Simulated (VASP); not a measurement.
# CaMg2Ag2 (P-3m1) in VASP: single point with r2SCAN

Aim: the single point of CaMg2Ag2 with r2SCAN.

Program: VASP 6.6.1. These are calculated values, not measurements. Logs are shortened: lines on timing, memory, paths and dates and some standing lists are left out, and cuts for length are marked.

### 1 The cell of the first run

The structure is trigonal, space group P-3m1 (No. 164). Conventional cell: a = 4.956 Å, b = 4.956 Å, c = 5.593 Å, α = 90.00°, β = 90.00°, γ = 120.00°. Ca (site symmetry -3m) has 6 Ag at 2.98 Å and 6 Mg at 3.50 Å within 3.9 Å. Mg (site symmetry 3m) has 5 Ag at 2.74 to 3.10 Å and 3 Mg at 3.25 Å and 3 Ca at 3.50 Å within 3.6 Å. Ag (site symmetry 3m) has 5 Mg at 2.74 to 3.10 Å and 3 Ca at 2.98 Å and 3 Ag at 3.31 Å within 3.6 Å.

### 2 Single point, r2SCAN

Contents of POSCAR:

```
CaMg2Ag2
1.0
    4.9556312248      0.0000000000      0.0000000000
   -2.4778156124      4.2917025325      0.0000000000
    0.0000000000      0.0000000000      5.5934625135
Ca Mg Ag
1 2 2
Direct
    0.0000000000      0.0000000000      0.0000000000
    0.3333333333      0.6666666667      0.6383035135
    0.6666666667      0.3333333333      0.3616964865
    0.3333333333      0.6666666667      0.1489083094
    0.6666666667      0.3333333333      0.8510916906
```

Contents of INCAR.step1:

```
SYSTEM = CaMg2Ag2
PREC     = Accurate       ! precision mode
ENCUT    = 520            ! plane-wave cutoff, eV
ISMEAR   = 0              ! smearing method
SIGMA    = 0.1264         ! smearing width, eV
LREAL    = .False.        ! projectors in reciprocal space
LASPH    = .True.         ! aspherical terms in the spheres
NELM     = 80             ! most SCF steps
NBANDS   = 26             ! bands
GGA      = PE             ! functional
ALGO     = Normal         ! electronic algorithm
EDIFF    = 1E-4           ! SCF threshold, eV
LWAVE    = .True.         ! write WAVECAR
LCHARG   = .False.        ! write CHGCAR
```

Contents of INCAR.step2:

```
SYSTEM = CaMg2Ag2
PREC     = Accurate       ! precision mode
ENCUT    = 520            ! plane-wave cutoff, eV
EDIFF    = 1E-7           ! SCF threshold, eV
ISMEAR   = 0              ! smearing method
SIGMA    = 0.1264         ! smearing width, eV
LREAL    = .False.        ! projectors in reciprocal space
LASPH    = .True.         ! aspherical terms in the spheres
NELM     = 80             ! most SCF steps
ALGO     = Normal         ! electronic algorithm
ISIF     = 2              ! what is computed and relaxed
LWAVE    = .False.        ! write WAVECAR
LCHARG   = .False.        ! write CHGCAR
METAGGA  = R2SCAN         ! meta-GGA
LMIXTAU  = .True.       
NBANDS   = 26             ! bands
ISTART   = 1
```

Contents of KPOINTS:

```
Automatic mesh
0
Gamma
  8 8 5
  0 0 0
```

Potentials or basis: VASP PAW PBE potentials, release 64 (Ca_sv, Mg, Ag).

The run is started by

```sh
> cat potpaw_PBE.64/Ca_sv/POTCAR potpaw_PBE.64/Mg/POTCAR potpaw_PBE.64/Ag/POTCAR > POTCAR
> cp INCAR.step1 INCAR
> mpirun -np 1 vasp_std > vasp.out
> cp INCAR.step2 INCAR
> mpirun -np 1 vasp_std > vasp.out
```

OUTCAR:

```text
SYSTEM = CaMg2Ag2
   PREC = Accurate
   ENCUT = 520
   EDIFF = 1E-7
   ISMEAR = 0
   LREAL = .False.
   LASPH = .True.
   NELM = 80
   ISIF = 2
   METAGGA = R2SCAN
   ISTART = 1

 ion  position               nearest neighbor table
   1  0.000  0.000  0.000-   4 2.98   5 2.98   5 2.98   4 2.98   5 2.98   4 2.98
   2  0.333  0.667  0.638-   4 2.74   4 2.86   5 3.10   5 3.10   5 3.10   3 3.25   3 3.25   3 3.25

   3  0.667  0.333  0.362-   5 2.74   5 2.86   4 3.10   4 3.10   4 3.10   2 3.25   2 3.25   2 3.25

   4  0.333  0.667  0.149-   2 2.74   2 2.86   1 2.98   1 2.98   1 2.98   3 3.10   3 3.10   3 3.10
                             5 3.31   5 3.31   5 3.31
   5  0.667  0.333  0.851-   3 2.74   3 2.86   1 2.98   1 2.98   1 2.98   2 3.10   2 3.10   2 3.10
                             4 3.31   4 3.31   4 3.31

  LATTYP: Found a hexagonal cell.
 ALAT       =     4.9556312248
 C/A-ratio  =     1.1287083844

  Lattice vectors:

 A1 = (   4.9556312248,   0.0000000000,   0.0000000000)
 A2 = (  -2.4778156124,   4.2917025325,   0.0000000000)
 A3 = (   0.0000000000,   0.0000000000,   5.5934625135)

Analysis of symmetry for initial positions (statically):
=====================================================================
 Subroutine PRICEL returns:
 Original cell was already a primitive cell.

 Routine SETGRP: Setting up the symmetry group for a
 hexagonal supercell.

 Subroutine GETGRP returns: Found 12 space group operations
 (whereof 12 operations were pure point group operations)
 out of a pool of 24 trial point group operations.

The static configuration has the point symmetry D_3d.

Analysis of symmetry for dynamics (positions and initial velocities):
=====================================================================
 Subroutine PRICEL returns:
 Original cell was already a primitive cell.

 Routine SETGRP: Setting up the symmetry group for a
 hexagonal supercell.

 Subroutine GETGRP returns: Found 12 space group operations
 (whereof 12 operations were pure point group operations)
 out of a pool of 24 trial point group operations.

The dynamic configuration has the point symmetry D_3d.

 Subroutine INISYM returns: Found 12 space group operations
 (whereof 12 operations are pure point group operations),
 and found     1 'primitive' translations

----------------------------------------------------------------------------------------

                                     Primitive cell

  volume of cell :     118.9623

  direct lattice vectors                    reciprocal lattice vectors
     4.955631225  0.000000000  0.000000000     0.201790641  0.116503881  0.000000000
    -2.477815612  4.291702532  0.000000000     0.000000000  0.233007761  0.000000000
     0.000000000  0.000000000  5.593462513     0.000000000  0.000000000  0.178780138

  length of vectors
     4.955631225  4.955631225  5.593462513     0.233007761  0.233007761  0.178780138

  position of ions in fractional coordinates (direct lattice)
     0.000000000  0.000000000  0.000000000
     0.333333333  0.666666667  0.638303513
     0.666666667  0.333333333  0.361696487
     0.333333333  0.666666667  0.148908309
     0.666666667  0.333333333  0.851091691

  ion indices of the primitive-cell ions
   primitive index   ion index
                 1           1
                 2           2
                 3           3
                 4           4
                 5           5

----------------------------------------------------------------------------------------

 KPOINTS: Automatic mesh

Automatic generation of k-mesh.
 Grid dimensions read from file:
 generate k-points for:    8    8    5

 Generating k-lattice:

  Cartesian coordinates                     Fractional coordinates (reciprocal lattice)
     0.025223830  0.014562985  0.000000000     0.125000000 -0.000000000  0.000000000
     0.000000000  0.029125970  0.000000000     0.000000000  0.125000000  0.000000000
     0.000000000  0.000000000  0.035756028     0.000000000  0.000000000  0.200000000

  Length of vectors
     0.029125970  0.029125970  0.035756028

  Shift w.r.t. Gamma in fractional coordinates (k-lattice)
     0.000000000  0.000000000  0.000000000

 Subroutine IBZKPT returns following result:
 ===========================================

 Found     40 irreducible k-points:

 Following reciprocal coordinates:
            Coordinates               Weight
  0.000000  0.000000  0.000000      1.000000
  0.125000 -0.000000  0.000000      6.000000
  0.250000 -0.000000  0.000000      6.000000
  0.375000  0.000000  0.000000      6.000000
  0.500000 -0.000000  0.000000      3.000000
  0.125000  0.125000  0.000000      6.000000
[... 16 lines left out ...]
 -0.125000  0.500000  0.200000     12.000000
  0.250000  0.250000  0.200000     12.000000
 [... further k-points ...]
   k-points           NKPTS =     40   k-points in BZ     NKDIM =     40   number of bands    NBANDS=     26
   number of dos      NEDOS =    301   number of ions     NIONS =      5
   total plane-waves  NPLWV =  67200
   dimension x,y,z NGX =    40 NGY =   40 NGZ =   42
   dimension x,y,z NGXF=    80 NGYF=   80 NGZF=   84
   ions per type =               1   2   2
   NGX,Y,Z   is equivalent  to a cutoff of  13.42, 13.42, 12.48 a.u.
   NGXF,Y,Z  is equivalent  to a cutoff of  26.84, 26.84, 24.97 a.u.
 SYSTEM =  CaMg2Ag2
   PREC   = accura    normal or accurate (medium, high low for compatibility)
   ISTART =      1    job   : 0-new  1-cont  2-samecut
   ICHARG =      0    charge: 1-file 2-atom 10-const
   ISPIN  =      1    spin polarized calculation?
   LNONCOLLINEAR =      F non collinear calculations
   LSORBIT =      F    spin-orbit coupling
   LASPH  =      T    aspherical Exc in radial PAW
   ENCUT  =  520.0 eV  38.22 Ry    6.18 a.u.   9.21  9.21 10.40*2*pi/ulx,y,z
   NELM   =     80;   NELMIN=  2; NELMDL=  0     # of ELM steps
   EDIFF  = 0.1E-06   stopping-criterion for ELM
   LREAL  =      F    real-space projection
   EDIFFG = 0.1E-05   stopping-criterion for IOM
   NSW    =      0    number of steps for IOM
   IBRION =     -1    ionic relax: 0-MD 1-quasi-New 2-CG
   NFREE  =      0    steps in history (QN), initial steepest desc. (CG)
   ISIF   =      2    stress and relaxation
   ISYM   =      2    0-nonsym 1-usesym 2-fastsym
   POTIM  = 0.5000    time-step for ionic-motion
   TEBEG  =    0.0;   TEEND  =   0.0 temperature during run
   PSTRESS=    0.0 pullay stress
   NELECT =      36.0000    total number of electrons
   NUPDOWN=      -1.0000    fix difference up-down
   EMIN   =  10.00;   EMAX   =-10.00  energy-range for DOS
   EFERMI =   0.00;   METHOD = LEGACY
   ISMEAR =     0;   SIGMA  =   0.13  broadening in eV -4-tet -1-fermi 0-gaus
   EFERMI_NEDOS =   21; number of points for ismear=-14 and -15
   IALGO  =     38    algorithm
   IMIX   =      4    mixing-type and parameters
     AMIX     =   0.40;   BMIX     =  1.00
     AMIX_MAG =   1.60;   BMIX_MAG =  1.00
  volume/ion in A,a.u.               =      23.79       160.56
  Fermi-wavevector in a.u.,A,eV,Ry     =   1.099105  2.077007 16.436273  1.208032
  Thomas-Fermi vector in A             =   2.235494
   LORBIT       =      0    0 simple, 1 ext, 2 COOP (PROOUT), +10 PAW based schemes
   METAGGA = R2SCAN    functional components
   LHFCALC =     F    Hartree Fock is set to
   AEXX    =    0.0000 exact exchange contribution
   IVDW    =     0    specifies the selected vdW correction
   LEPSILON=     F    determine dielectric tensor
   LRPA    =     F    only Hartree local field effects (RPA)
 non-spin polarized calculation
 Gauss-broadening in eV      SIGMA  =   0.13
  energy-cutoff  :      520.00
  volume of cell :      118.96
 maximum number of plane-waves:      3226
 NGX is ok and might be reduce to    40
   NGX = 19   NGY = 19   NGZ = 21

 number of electron      36.0000001 magnetization

 Free energy of the ion-electron system (eV)
  ---------------------------------------------------
  ext. energy  EPLUGINS =         0.00000000
  ---------------------------------------------------
  free energy    TOTEN  =       -58.78140020 eV

  energy without entropy =      -58.76460866  energy(sigma->0) =      -58.77300443

 E-fermi :   3.9968     XC(G=0):  -9.9434

 val. band max:        3.9542423594   @ k =   0.3750   0.2500   0.0000
 cond. band min:       4.0046811670   @ k =   0.2500   0.2500   0.0000
 fundamental gap:      0.0504388076
 Fermi energy:         3.9967713314

 k-point     1 :       0.0000    0.0000    0.0000
  band No.  band energies     occupation
      1     -38.9732      2.00000
      2     -19.1821      2.00000
      3     -19.1246      2.00000
      4     -19.1246      2.00000
      5      -2.7514      2.00000
      6      -1.6747      2.00000
[... 18 lines left out ...]
     25       7.8486      0.00000
     26       9.0353      0.00000

 k-point     2 :       0.1250   -0.0000    0.0000
  band No.  band energies     occupation
      1     -38.9731      2.00000
      2     -19.1819      2.00000
      3     -19.1262      2.00000
      4     -19.1247      2.00000
      5      -2.6168      2.00000
      6      -1.6796      2.00000
[... 18 lines left out ...]
     25       8.2317      0.00000
     26       8.9307      0.00000

 k-point     3 :       0.2500   -0.0000    0.0000
  band No.  band energies     occupation
      1     -38.9729      2.00000
      2     -19.1811      2.00000
      3     -19.1302      2.00000
      4     -19.1249      2.00000
      5      -2.2577      2.00000
      6      -1.7026      2.00000
[... 18 lines left out ...]
     25       8.4283      0.00000
     26       9.2125      0.00000

 k-point     4 :       0.3750    0.0000    0.0000
  band No.  band energies     occupation
      1     -38.9727      2.00000
      2     -19.1804      2.00000
      3     -19.1341      2.00000
      4     -19.1252      2.00000
      5      -1.8901      2.00000
      6      -1.7497      2.00000
[... 18 lines left out ...]
     25       7.9262      0.00000
     26       9.6506      0.00000
[... 496 lines left out ...]
      1     -38.9727      2.00000
      2     -19.1804      2.00000
      3     -19.1345      2.00000
      4     -19.1263      2.00000
      5      -1.7452      2.00000
      6      -1.6396      2.00000
[... 18 lines left out ...]
     25       7.8752      0.00000
     26       9.6524      0.00000

 k-point    23 :      -0.1250    0.5000    0.2000
  band No.  band energies     occupation
      1     -38.9727      2.00000
      2     -19.1804      2.00000
      3     -19.1345      2.00000
      4     -19.1263      2.00000
      5      -1.7288      2.00000
      6      -1.6637      2.00000
[... 18 lines left out ...]
     25       7.9312      0.00000
     26       9.5621      0.00000

 k-point    24 :       0.2500    0.2500    0.2000
  band No.  band energies     occupation
      1     -38.9727      2.00000
      2     -19.1804      2.00000
      3     -19.1330      2.00000
      4     -19.1278      2.00000
      5      -1.7147      2.00000
      6      -1.6597      2.00000
[... 18 lines left out ...]
     25       8.0207      0.00000
     26       9.8067      0.00000

 [... further k-points ...]

------------------------ aborting loop because EDIFF is reached ----------------------------------------

  FORCE on cell =-STRESS in cart. coord.  units (eV):
  Direction    XX          YY          ZZ          XY          YZ          ZX
  --------------------------------------------------------------------------------------
  -------------------------------------------------------------------------------------
  Total        0.0234796      0.0234796     -0.1522344      0.0000000     -0.0000000      0.0000000
  in kB        0.3162218      0.3162218     -2.0502837      0.0000000     -0.0000000      0.0000000
  external PRESSURE =      -0.4726134 kB  Pullay stress =       0.0000000 kB

 VOLUME and BASIS-vectors are now :
 -----------------------------------------------------------------------------
  energy-cutoff  :      520.00
  volume of cell :      118.96
      direct lattice vectors                 reciprocal lattice vectors
     4.955631225  0.000000000  0.000000000     0.201790641  0.116503881  0.000000000
    -2.477815612  4.291702532  0.000000000     0.000000000  0.233007761  0.000000000
     0.000000000  0.000000000  5.593462513     0.000000000  0.000000000  0.178780138

 POSITION                                       TOTAL-FORCE (eV/Angst)
 -----------------------------------------------------------------------------------
      0.00000      0.00000      0.00000         0.000000      0.000000      0.000000
     -0.00000      2.86114      3.57033        -0.000000      0.000000     -0.004808
      2.47782      1.43057      2.02314         0.000000      0.000000      0.004808
     -0.00000      2.86114      0.83291         0.000000     -0.000000      0.014310
      2.47782      1.43057      4.76055        -0.000000      0.000000     -0.014310
 -----------------------------------------------------------------------------------
    total drift:                                0.000000     -0.000000      0.000000

  FREE ENERGIE OF THE ION-ELECTRON SYSTEM (eV)
  ---------------------------------------------------
  free  energy   TOTEN  =       -58.7814002026 eV

  energy  without entropy=      -58.7646086578  energy(sigma->0) =      -58.77300443
```

Run time: 7.8 min. Hardware: 1 thread of Intel Xeon Platinum 8488C (Sapphire Rapids), shared host; peak memory 0.35 GiB.

Results:

| Property | Result |
| --- | --- |
| Free energy | -58.7814 eV |
| Pressure | 0.0 GPa |
| Largest force | 0.014 eV/Å |
| Band gap on the k mesh | zero (band 18 reaches 4.97 eV, above the bottom of band 19 at 3.20 eV) |

Forces on the atoms (eV/Å):
```
Ca   0.000  0.000  0.000
Mg   0.000  0.000 -0.005
Mg   0.000  0.000  0.005
Ag   0.000  0.000  0.014
Ag   0.000  0.000 -0.014
```

Caveat: the PAW data sets were made with another functional, which shifts forces and pressure a little.
